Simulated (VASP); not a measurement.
# FeNi3 (Fm-3m) in VASP: notebook, part 2 of 2

VASP 6.6.1. Earlier steps stand in the parts before.

## 3. Single point, LDA, collinear spin, ferrimagnetic start

INCAR

```
SYSTEM = FeNi3
ALGO = Normal ; EDIFF = 1E-7
ENCUT = 520 ; ISIF = 2
ISMEAR = -1 ; ISPIN = 2
LASPH = .True. ; LCHARG = .False.
LMAXMIX = 4 ; LORBIT = 11
LREAL = .False. ; LWAVE = .False.
MAGMOM = 2.8 1.2 1.2 -1.2 ; NBANDS = 31
NELM = 150 ; PREC = Accurate
SIGMA = 0.05
```

KPOINTS

```
k-points
0
Gamma
  7 7 7
  0 0 0
```

POSCAR

```
FeNi3
1.0
    0.0000000000      2.7903700000      2.7903700000
    2.7903700000      0.0000000000      2.7903700000
    2.7903700000      2.7903700000      0.0000000000
Fe Ni
1 3
Direct
    0.0000000000      0.0000000000      0.0000000000
    0.7500000000      0.7500000000      0.7500000000
    0.2500000000      0.2500000000      0.2500000000
    0.5000000000      0.5000000000      0.5000000000
```

Potentials or basis: VASP PAW LDA potentials, release 64 (Fe, Ni).

Launch:

```console
> cat potpaw_LDA.64/Fe/POTCAR potpaw_LDA.64/Ni/POTCAR > POTCAR
> mpirun -np 1 vasp_std > vasp.out
```

OUTCAR:

```text
SYSTEM = FeNi3
   EDIFF = 1E-7
   ENCUT = 520
   ISIF = 2
   ISMEAR = -1
   ISPIN = 2
   LASPH = .True.
   LORBIT = 11
   LREAL = .False.
   NELM = 150
   PREC = Accurate

 ion  position               nearest neighbor table
   1  0.000  0.000  0.000-   2 2.42   3 2.42   2 2.42   2 2.42   2 2.42   3 2.42   3 2.42   3 2.42
                             4 2.79   4 2.79   4 2.79   4 2.79   4 2.79   4 2.79
   2  0.750  0.750  0.750-   1 2.42   4 2.42   4 2.42   4 2.42   4 2.42   1 2.42   1 2.42   1 2.42
                             3 2.79   3 2.79   3 2.79   3 2.79   3 2.79   3 2.79
   3  0.250  0.250  0.250-   1 2.42   4 2.42   1 2.42   1 2.42   1 2.42   4 2.42   4 2.42   4 2.42
                             2 2.79   2 2.79   2 2.79   2 2.79   2 2.79   2 2.79
   4  0.500  0.500  0.500-   2 2.42   3 2.42   3 2.42   3 2.42   3 2.42   2 2.42   2 2.42   2 2.42
                             1 2.79   1 2.79   1 2.79   1 2.79   1 2.79   1 2.79

  LATTYP: Found a face centered cubic cell.
 ALAT       =     5.5807400000

  Lattice vectors:

 A1 = (   0.0000000000,   2.7903700000,   2.7903700000)
 A2 = (   2.7903700000,   0.0000000000,   2.7903700000)
 A3 = (   2.7903700000,   2.7903700000,   0.0000000000)

Analysis of symmetry for initial positions (statically):
=====================================================================
 Subroutine PRICEL returns:
 Original cell was already a primitive cell.

 Routine SETGRP: Setting up the symmetry group for a
 face centered cubic supercell.

 Subroutine GETGRP returns: Found 48 space group operations
 (whereof 48 operations were pure point group operations)
 out of a pool of 48 trial point group operations.

The static configuration has the point symmetry O_h .

Analysis of symmetry for dynamics (positions and initial velocities):
=====================================================================
 Subroutine PRICEL returns:
 Original cell was already a primitive cell.

 Routine SETGRP: Setting up the symmetry group for a
[... 166 lines left out ...]

 E-fermi :   8.3907     XC(G=0): -13.6289

 val. band max:        8.3862773402   @ k =  -0.2857   0.4286   0.1429
 cond. band min:       8.4109243483   @ k =   0.4286   0.0000   0.0000
 fundamental gap:      0.0246470082
 Fermi energy:         8.3906673006

 spin component 1

 k-point     1 :       0.0000    0.0000    0.0000
  band No.  band energies     occupation
      1      -0.6306      1.00000
      2       3.7563      1.00000
      3       3.7563      1.00000
      4       4.8697      1.00000
      5       4.8697      1.00000
      6       4.8697      1.00000
[... 669 lines left out ...]
     30      24.4540      0.00000
     31      25.2276      0.00000
 Fermi energy:         8.3906673006

 spin component 2

 k-point     1 :       0.0000    0.0000    0.0000
  band No.  band energies     occupation
      1      -0.4726      1.00000
      2       4.5341      1.00000
      3       4.5341      1.00000
      4       5.5913      1.00000
      5       5.5913      1.00000
      6       5.5913      1.00000
[... 669 lines left out ...]
     30      24.8228      0.00000
     31      25.6045      0.00000

------------------------ aborting loop because EDIFF is reached ----------------------------------------

  FORCE on cell =-STRESS in cart. coord.  units (eV):
  Direction    XX          YY          ZZ          XY          YZ          ZX
  --------------------------------------------------------------------------------------
  -------------------------------------------------------------------------------------
  Total       -3.0865359     -3.0865359     -3.0865359      0.0000000      0.0000000      0.0000000
  in kB     -113.8063606   -113.8063606   -113.8063606      0.0000000      0.0000000      0.0000000
  external PRESSURE =    -113.8063606 kB  Pullay stress =       0.0000000 kB

 VOLUME and BASIS-vectors are now :
 -----------------------------------------------------------------------------
  energy-cutoff  :      520.00
  volume of cell :       43.45
      direct lattice vectors                 reciprocal lattice vectors
     0.000000000  2.790370000  2.790370000    -0.179187706  0.179187706  0.179187706
     2.790370000  0.000000000  2.790370000     0.179187706 -0.179187706  0.179187706
     2.790370000  2.790370000  0.000000000     0.179187706  0.179187706 -0.179187706

 POSITION                                       TOTAL-FORCE (eV/Angst)
 -----------------------------------------------------------------------------------
      0.00000      0.00000      0.00000        -0.000000     -0.000000     -0.000000
      4.18555      4.18555      4.18555         0.000000      0.000000      0.000000
      1.39518      1.39518      1.39518        -0.000000     -0.000000     -0.000000
      2.79037      2.79037      2.79037        -0.000000     -0.000000     -0.000000
 -----------------------------------------------------------------------------------
    total drift:                                0.000000     -0.000000      0.000000

  FREE ENERGIE OF THE ION-ELECTRON SYSTEM (eV)
  ---------------------------------------------------
  free  energy   TOTEN  =       -28.6752343140 eV

  energy  without entropy=      -28.6466807277  energy(sigma->0) =      -28.66095752

 total charge

# of ion       s       p       d       tot
------------------------------------------
    1        0.476   0.512   6.179   7.168
    2        0.516   0.524   8.350   9.390
    3        0.516   0.524   8.350   9.390
    4        0.498   0.507   8.386   9.392
--------------------------------------------------
tot          2.006   2.068  31.266  35.339

 magnetization (x)

# of ion       s       p       d       tot
------------------------------------------
    1        0.006   0.001   2.686   2.693
    2       -0.007  -0.024   0.644   0.613
    3       -0.007  -0.024   0.644   0.613
    4       -0.013  -0.024   0.349   0.311
--------------------------------------------------
tot         -0.021  -0.070   4.322   4.231
```

stdout:

```text
POSCAR found type information on POSCAR FeNi
 POSCAR found :  2 types and       4 ions
 scaLAPACK will be used
 LDA part: xc-table for (Slater(with rela. corr.)+CA(PZ))
 , standard interpolation
 POSCAR, INCAR and KPOINTS ok, starting setup
 FFT: planning ... GRIDC
 FFT: planning ... GRID_SOFT
 FFT: planning ... GRID
 WAVECAR not read
 entering main loop
```

Wall time 55 s (1 thread of Intel Xeon Platinum 8488C (Sapphire Rapids), shared host); peak memory 0.18 GiB.

Results:

```yaml
Free_energy: -28.6752 eV
Pressure: -11.4 GPa
Net_moment: 4.26 μB per cell
Site_moments: Fe +2.69; Ni +0.61, +0.31 (each value once) μB
Valence_electrons_inside_the_program's_atomic_spheres: Fe 7.17; Ni 9.39
```

Levels at points of the mesh, in eV from the Fermi level:
Spin up:
```csv
k point,band 18,band 19,band 20,band 21,band 22,band 23,band 24,band 25
"(0.00, 0.00, 0.00)",-0.63,-0.25,-0.25,-0.25,8.19,8.19,8.19,8.30
```
Spin down:
```tsv
k point	band 15	band 16	band 17	band 18	band 19	band 20
(0.00, 0.00, 0.00)	-0.29	-0.29	0.89	0.89	0.89	1.04
```

Caveat: the cell stands under tension.
